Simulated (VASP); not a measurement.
# Ca2CrF4 (P2_1/c) in VASP: single point with PBE

Aim: the single point of Ca2CrF4 with PBE.

All numbers are computed with VASP 6.6.1; they aren't measurements. Logs are shortened: lines on timing, memory, paths and dates and some standing lists are left out, and cuts for length are marked.

## (1) The cell of the first run

The structure is monoclinic, space group P2_1/c (No. 14). The conventional cell has a = 3.442 Å, b = 9.818 Å, c = 5.825 Å, α = 90.00°, β = 92.85°, γ = 90.00°. Within 2.7 Å of Cr (site symmetry -1) lie 6 F at 2.05 to 2.49 Å. Ca (site symmetry 1) has 7 F at 2.35 to 2.81 Å and 2 Ca at 3.20 Å within 3.2 Å. Within 2.7 Å of F (site symmetry 1) lie 2 Cr at 2.05 to 2.49 Å and 2 Ca at 2.35 to 2.54 Å. Within 2.7 Å of F (site symmetry 1) lie 1 Cr at 2.05 Å and 4 Ca at 2.37 to 2.50 Å.

## (2) Single point, PBE

The input, INCAR:

```
ALGO = Normal
EDIFF = 1E-7
ENCUT = 520
GGA = PE
ISIF = 2
ISMEAR = -1
LASPH = True
LCHARG = False
LREAL = False
LWAVE = False
NBANDS = 73
NELM = 80
PREC = Accurate
SIGMA = 0.1
```

The input, KPOINTS:

```
k-points
0
Gamma
  8 3 5
```

The input, POSCAR:

```
Ca2CrF4
1.0
    3.4423240000      0.0000000000      0.0000000000
    0.0000000000      9.8180250000      0.0000000000
   -0.2896060000      0.0000000000      5.8173930000
Cr Ca F
2 4 8
Direct
    0.0000000000      0.0000000000      0.0000000000
    0.0000000000      0.5000000000      0.5000000000
    0.5128000000      0.1826000000      0.4272000000
    0.4872000000      0.6826000000      0.0728000000
    0.4872000000      0.8174000000      0.5728000000
    0.5128000000      0.3174000000      0.9272000000
    0.5627000000      0.4507000000      0.2619000000
    0.4373000000      0.9507000000      0.2381000000
    0.4373000000      0.5493000000      0.7381000000
    0.5627000000      0.0493000000      0.7619000000
    0.0061000000      0.1922000000      0.1367000000
    0.9939000000      0.6922000000      0.3633000000
    0.9939000000      0.8078000000      0.8633000000
    0.0061000000      0.3078000000      0.6367000000
```

Potentials or basis: VASP PAW PBE potentials, release 64 (Cr_pv, Ca_sv, F).

Run with:

```sh
$ cat potpaw_PBE.64/Cr_pv/POTCAR potpaw_PBE.64/Ca_sv/POTCAR potpaw_PBE.64/F/POTCAR > POTCAR
$ mpirun -np 1 vasp_std > vasp.out
```

OUTCAR:

```text
EDIFF = 1E-7
   ENCUT = 520
   GGA = PE
   ISIF = 2
   ISMEAR = -1
   LASPH = True
   LREAL = False
   NELM = 80
   PREC = Accurate

 ion  position               nearest neighbor table
   1  0.000  0.000  0.000-  11 2.05  13 2.05   8 2.05  10 2.05  10 2.49   8 2.49
   2  0.000  0.500  0.500-  12 2.05  14 2.05   7 2.05   9 2.05   7 2.49   9 2.49
   3  0.513  0.183  0.427-  10 2.35  11 2.37  14 2.38  11 2.46  14 2.50   8 2.54
   4  0.487  0.683  0.073-   9 2.35  12 2.37  13 2.38  12 2.46  13 2.50   7 2.54
   5  0.487  0.817  0.573-   8 2.35  13 2.37  12 2.38  13 2.46  12 2.50  10 2.54
   6  0.513  0.317  0.927-   7 2.35  14 2.37  11 2.38  14 2.46  11 2.50   9 2.54
   7  0.563  0.451  0.262-   2 2.05   6 2.35   2 2.49   4 2.54
   8  0.437  0.951  0.238-   1 2.05   5 2.35   1 2.49   3 2.54
   9  0.437  0.549  0.738-   2 2.05   4 2.35   2 2.49   6 2.54
  10  0.563  0.049  0.762-   1 2.05   3 2.35   1 2.49   5 2.54
  11  0.006  0.192  0.137-   1 2.05   3 2.37   6 2.38   3 2.46   6 2.50
  12  0.994  0.692  0.363-   2 2.05   4 2.37   5 2.38   4 2.46   5 2.50
  13  0.994  0.808  0.863-   1 2.05   5 2.37   4 2.38   5 2.46   4 2.50
  14  0.006  0.308  0.637-   2 2.05   6 2.37   3 2.38   6 2.46   3 2.50

  LATTYP: Found a simple monoclinic cell.
 ALAT       =     3.4423240000
 B/A-ratio  =     2.8521501753
 C/A-ratio  =     1.6920537506
 COS(beta)  =    -0.0497212062

  Lattice vectors:

 A1 = (   3.4423240000,   0.0000000000,   0.0000000000)
 A2 = (   0.0000000000,   9.8180250000,   0.0000000000)
 A3 = (  -0.2896060000,   0.0000000000,   5.8173930000)

Analysis of symmetry for initial positions (statically):
=====================================================================
 Subroutine PRICEL returns:
 Original cell was already a primitive cell.

 Routine SETGRP: Setting up the symmetry group for a
 simple monoclinic supercell.

 Subroutine GETGRP returns: Found  4 space group operations
 (whereof  2 operations were pure point group operations)
 out of a pool of  4 trial point group operations.

The static configuration has the point symmetry S_2 .
 The point group associated with its full space group is C_2h.

Analysis of symmetry for dynamics (positions and initial velocities):
=====================================================================
 Subroutine PRICEL returns:
 Original cell was already a primitive cell.

 Routine SETGRP: Setting up the symmetry group for a
 simple monoclinic supercell.

 Subroutine GETGRP returns: Found  4 space group operations
 (whereof  2 operations were pure point group operations)
 out of a pool of  4 trial point group operations.

The dynamic configuration has the point symmetry S_2 .
 The point group associated with its full space group is C_2h.

 Subroutine INISYM returns: Found  4 space group operations
 (whereof  2 operations are pure point group operations),
 and found     1 'primitive' translations

----------------------------------------------------------------------------------------

                                     Primitive cell

  volume of cell :     196.6094

  direct lattice vectors                    reciprocal lattice vectors
     3.442324000  0.000000000  0.000000000     0.290501417  0.000000000  0.014461968
     0.000000000  9.818025000  0.000000000     0.000000000  0.101853479  0.000000000
    -0.289606000  0.000000000  5.817393000     0.000000000  0.000000000  0.171898306

  length of vectors
     3.442324000  9.818025000  5.824597235     0.290861173  0.101853479  0.171898306

  position of ions in fractional coordinates (direct lattice)
     0.000000000  0.000000000  0.000000000
     1.000000000  0.500000000  0.500000000
     0.512800000  0.182600000  0.427200000
     0.487200000  0.682600000  0.072800000
     0.487200000  0.817400000  0.572800000
     0.512800000  0.317400000  0.927200000
     0.562700000  0.450700000  0.261900000
     0.437300000  0.950700000  0.238100000
     0.437300000  0.549300000  0.738100000
     0.562700000  0.049300000  0.761900000
     0.006100000  0.192200000  0.136700000
     0.993900000  0.692200000  0.363300000
     0.993900000  0.807800000  0.863300000
     0.006100000  0.307800000  0.636700000

  ion indices of the primitive-cell ions
   primitive index   ion index
                 1           1
                 2           2
                 3           3
                 4           4
                 5           5
                 6           6
                 7           7
                 8           8
                 9           9
                10          10
                11          11
                12          12
                13          13
                14          14

----------------------------------------------------------------------------------------

 KPOINTS: k-points

Automatic generation of k-mesh.
 Grid dimensions read from file:
 generate k-points for:    8    3    5

 Generating k-lattice:

  Cartesian coordinates                     Fractional coordinates (reciprocal lattice)
     0.036312677  0.000000000  0.001807746     0.125000000  0.000000000 -0.000000000
     0.000000000  0.033951160  0.000000000     0.000000000  0.333333333  0.000000000
     0.000000000  0.000000000  0.034379661     0.000000000  0.000000000  0.200000000

  Length of vectors
     0.036357647  0.033951160  0.034379661

  Shift w.r.t. Gamma in fractional coordinates (k-lattice)
     0.000000000  0.000000000  0.000000000

 Subroutine IBZKPT returns following result:
 ===========================================

 Found     42 irreducible k-points:

 Following reciprocal coordinates:
            Coordinates               Weight
  0.000000  0.000000  0.000000      1.000000
  0.125000  0.000000 -0.000000      2.000000
  0.250000  0.000000 -0.000000      2.000000
  0.375000  0.000000 -0.000000      2.000000
  0.500000  0.000000 -0.000000      1.000000
  0.000000  0.333333  0.000000      2.000000
[... 16 lines left out ...]
  0.500000  0.333333  0.200000      4.000000
 -0.375000  0.333333  0.200000      4.000000
 [... further k-points ...]
   k-points           NKPTS =     42   k-points in BZ     NKDIM =     42   number of bands    NBANDS=     73
   number of dos      NEDOS =    301   number of ions     NIONS =     14
   total plane-waves  NPLWV = 107520
   dimension x,y,z NGX =    28 NGY =   80 NGZ =   48
   dimension x,y,z NGXF=    56 NGYF=  160 NGZF=   96
   ions per type =               2   4   8
   NGX,Y,Z   is equivalent  to a cutoff of  13.52, 13.55, 13.70 a.u.
   NGXF,Y,Z  is equivalent  to a cutoff of  27.05, 27.09, 27.40 a.u.
 SYSTEM =  unknown system
   PREC   = accura    normal or accurate (medium, high low for compatibility)
   ISTART =      0    job   : 0-new  1-cont  2-samecut
   ICHARG =      2    charge: 1-file 2-atom 10-const
   ISPIN  =      1    spin polarized calculation?
   LNONCOLLINEAR =      F non collinear calculations
   LSORBIT =      F    spin-orbit coupling
   LASPH  =      T    aspherical Exc in radial PAW
   ENCUT  =  520.0 eV  38.22 Ry    6.18 a.u.   6.40 18.26 10.83*2*pi/ulx,y,z
   NELM   =     80;   NELMIN=  2; NELMDL= -5     # of ELM steps
   EDIFF  = 0.1E-06   stopping-criterion for ELM
   LREAL  =      F    real-space projection
   EDIFFG = 0.1E-05   stopping-criterion for IOM
   NSW    =      0    number of steps for IOM
   IBRION =     -1    ionic relax: 0-MD 1-quasi-New 2-CG
   NFREE  =      0    steps in history (QN), initial steepest desc. (CG)
   ISIF   =      2    stress and relaxation
   ISYM   =      2    0-nonsym 1-usesym 2-fastsym
   POTIM  = 0.5000    time-step for ionic-motion
   TEBEG  =    0.0;   TEEND  =   0.0 temperature during run
   PSTRESS=    0.0 pullay stress
   NELECT =     120.0000    total number of electrons
   NUPDOWN=      -1.0000    fix difference up-down
   EMIN   =  10.00;   EMAX   =-10.00  energy-range for DOS
   EFERMI =   0.00;   METHOD = LEGACY
   ISMEAR =    -1;   SIGMA  =   0.10  broadening in eV -4-tet -1-fermi 0-gaus
   EFERMI_NEDOS =   21; number of points for ismear=-14 and -15
   IALGO  =     38    algorithm
   IMIX   =      4    mixing-type and parameters
     AMIX     =   0.40;   BMIX     =  1.00
     AMIX_MAG =   1.60;   BMIX_MAG =  1.00
  volume/ion in A,a.u.               =      14.04        94.77
  Fermi-wavevector in a.u.,A,eV,Ry     =   1.388675  2.624214 26.237707  1.928417
  Thomas-Fermi vector in A             =   2.512778
   LORBIT       =      0    0 simple, 1 ext, 2 COOP (PROOUT), +10 PAW based schemes
   GGA     = PE    functional components
   LHFCALC =     F    Hartree Fock is set to
   AEXX    =    0.0000 exact exchange contribution
   IVDW    =     0    specifies the selected vdW correction
   LEPSILON=     F    determine dielectric tensor
   LRPA    =     F    only Hartree local field effects (RPA)
 non-spin polarized calculation
  energy-cutoff  :      520.00
  volume of cell :      196.61
 maximum number of plane-waves:      5326
 NGX is ok and might be reduce to    28
   NGX = 13   NGY = 37   NGZ = 21

 number of electron     120.0000003 magnetization

 Free energy of the ion-electron system (eV)
  ---------------------------------------------------
  ext. energy  EPLUGINS =         0.00000000
  ---------------------------------------------------
  free energy    TOTEN  =       -70.37116190 eV

  energy without entropy =      -69.77619821  energy(sigma->0) =      -70.07368006

 E-fermi :   6.3988     XC(G=0): -10.1546

 val. band max:        6.3979177708   @ k =   0.0000   0.3333   0.2000
 cond. band min:       6.4014985240   @ k =   0.3750   0.0000   0.4000
 fundamental gap:      0.0035807532
 Fermi energy:         6.3987622917

 k-point     1 :       0.0000    0.0000    0.0000
  band No.  band energies     occupation
      1     -36.7523      2.00000
      2     -36.7495      2.00000
      3     -36.6906      2.00000
      4     -36.6861      2.00000
      5     -36.6849      2.00000
      6     -36.6744      2.00000
[... 64 lines left out ...]
     71       8.1061      0.00000
     72       8.1972      0.00000

 k-point     2 :       0.1250    0.0000   -0.0000
  band No.  band energies     occupation
      1     -36.7481      2.00000
      2     -36.7443      2.00000
      3     -36.6909      2.00000
      4     -36.6863      2.00000
      5     -36.6821      2.00000
      6     -36.6727      2.00000
[... 64 lines left out ...]
     71       8.1799      0.00000
     72       8.2575      0.00000

 k-point     3 :       0.2500    0.0000   -0.0000
  band No.  band energies     occupation
      1     -36.7386      2.00000
      2     -36.7316      2.00000
      3     -36.6935      2.00000
      4     -36.6892      2.00000
      5     -36.6729      2.00000
      6     -36.6662      2.00000
[... 1564 lines left out ...]
     71       8.2228      0.00000
     72       8.2814      0.00000

 k-point    24 :      -0.3750    0.3333    0.2000
  band No.  band energies     occupation
      1     -36.7211      2.00000
      2     -36.7165      2.00000
      3     -36.6960      2.00000
      4     -36.6937      2.00000
      5     -36.6682      2.00000
      6     -36.6648      2.00000
[... 64 lines left out ...]
     71       8.2141      0.00000
     72       8.3591      0.00000

 [... further k-points ...]

 [bands above 72 left out]

------------------------ aborting loop because EDIFF is reached ----------------------------------------

  FORCE on cell =-STRESS in cart. coord.  units (eV):
  Direction    XX          YY          ZZ          XY          YZ          ZX
  --------------------------------------------------------------------------------------
  -------------------------------------------------------------------------------------
  Total        5.2754317     -0.3762076      8.7120909      0.0000000      0.0000000      0.5368701
  in kB       42.9896889     -3.0657297     70.9951530      0.0000000      0.0000000      4.3749742
  external PRESSURE =      36.9730374 kB  Pullay stress =       0.0000000 kB

 VOLUME and BASIS-vectors are now :
 -----------------------------------------------------------------------------
  energy-cutoff  :      520.00
  volume of cell :      196.61
      direct lattice vectors                 reciprocal lattice vectors
     3.442324000  0.000000000  0.000000000     0.290501417  0.000000000  0.014461968
     0.000000000  9.818025000  0.000000000     0.000000000  0.101853479  0.000000000
    -0.289606000  0.000000000  5.817393000     0.000000000  0.000000000  0.171898306

 POSITION                                       TOTAL-FORCE (eV/Angst)
 -----------------------------------------------------------------------------------
      0.00000      0.00000      0.00000         0.000000      0.000000      0.000000
     -0.14480      4.90901      2.90870         0.000000      0.000000      0.000000
      1.64150      1.79277      2.48519         0.036524     -0.815584     -0.095352
      1.65602      6.70178      0.42351        -0.036524     -0.815584      0.095352
      1.51121      8.02525      3.33220        -0.036524      0.815584      0.095352
      1.49670      3.11624      5.39389         0.036524      0.815584     -0.095352
      1.86115      4.42498      1.52358        -0.188368     -0.509614     -0.571690
      1.43637      9.33400      1.38512         0.188368     -0.509614      0.571690
      1.29157      5.39304      4.29382         0.188368      0.509614      0.571690
      1.71634      0.48403      4.43227        -0.188368      0.509614     -0.571690
     -0.01859      1.88702      0.79524        -0.065563      1.091101      0.323081
      3.31611      6.79604      2.11346         0.065563      1.091101     -0.323081
      3.17131      7.93100      5.02216         0.065563     -1.091101     -0.323081
     -0.16339      3.02199      3.70393        -0.065563     -1.091101      0.323081
 -----------------------------------------------------------------------------------
    total drift:                                0.000000      0.000000      0.000000

  FREE ENERGIE OF THE ION-ELECTRON SYSTEM (eV)
  ---------------------------------------------------
  free  energy   TOTEN  =       -70.3711619023 eV

  energy  without entropy=      -69.7761982105  energy(sigma->0) =      -70.07368006
```

Wall time 24 min (1 thread of Intel Xeon Platinum 8488C (Sapphire Rapids), shared host); peak memory 0.62 GiB.

Results:

```
Free energy            : -70.3712 eV
Pressure               : 3.7 GPa
Largest force          : 1.140 eV/Å
Band gap on the k mesh : zero (bands 60 and 61 overlap by 0.22 eV)
```

Forces in eV/Å, atoms in the order of the input:
```
Cr   0.000  0.000  0.000
Cr   0.000  0.000  0.000
Ca   0.037 -0.816 -0.095
Ca  -0.037 -0.816  0.095
Ca  -0.037  0.816  0.095
Ca   0.037  0.816 -0.095
F   -0.188 -0.510 -0.572
F    0.188 -0.510  0.572
F    0.188  0.510  0.572
F   -0.188  0.510 -0.572
F   -0.066  1.091  0.323
F    0.066  1.091 -0.323
F    0.066 -1.091 -0.323
F   -0.066 -1.091  0.323
```

Caveat: the stress differs along the axes, from -0 to 7 GPa; the run has no spin polarisation, though such a crystal can be magnetic; semilocal functionals often make such compounds metallic where correlation or magnetic order opens a gap, which also shifts bond lengths; forces of over 1 eV/Å act on the atoms, so gaps and moduli don't describe the material at rest. With open d or f shells a metallic result of PBE can be an artefact of self-interaction; +U or a hybrid may open a gap.
